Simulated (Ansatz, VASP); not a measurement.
**One calculation of TiTe2, two programs**

```
CELL_PARAMETERS angstrom
3.69684 0.00000 0.00000
-1.84842 3.20156 0.00000
0.00000 0.00000 6.44669
ATOMIC_POSITIONS crystal
Ti 0.00000 0.00000 0.00000
Te 0.66667 0.33333 0.26740
Te 0.33333 0.66667 0.73260
```

Alike in both runs: functional PBEsol; k mesh 12 × 12 × 8; occupations fermi-dirac, width 0.15 eV; no spin polarisation.

Ansatz relaxed the structure, and its values are those at the end. VASP's run is a single point on that final structure, the one shown.

|  | VASP | Ansatz |
| --- | --- | --- |
| version | VASP 6.6.1 | Ansatz 0.2.0 |
| potentials or method | VASP PAW PBE potentials, release 64 (Ti_sv, Te), cutoff 520 eV | scalar-relativistic, plane waves, PAW |
| valence electrons in the cell | 24 | 44 |

|  | VASP | Ansatz | Ansatz less VASP |
| --- | --- | --- | --- |
| gap on the k mesh at the Fermi level (eV) | none | none | - |
| pressure (GPa) | 0.0 | 0.0 | -0.04 |
| rms of the force components (eV/Å) | 0.009 | 0.000 | -0.0091 |

VASP's potentials were made for PBE, not for PBEsol. A gap of «none» marks a metal or a gap that the smearing closes. VASP's potentials hold 24 valence electrons a cell and Ansatz's 44, so a difference there can come from the potentials and not from the codes.

Spin-orbit coupling is off throughout.
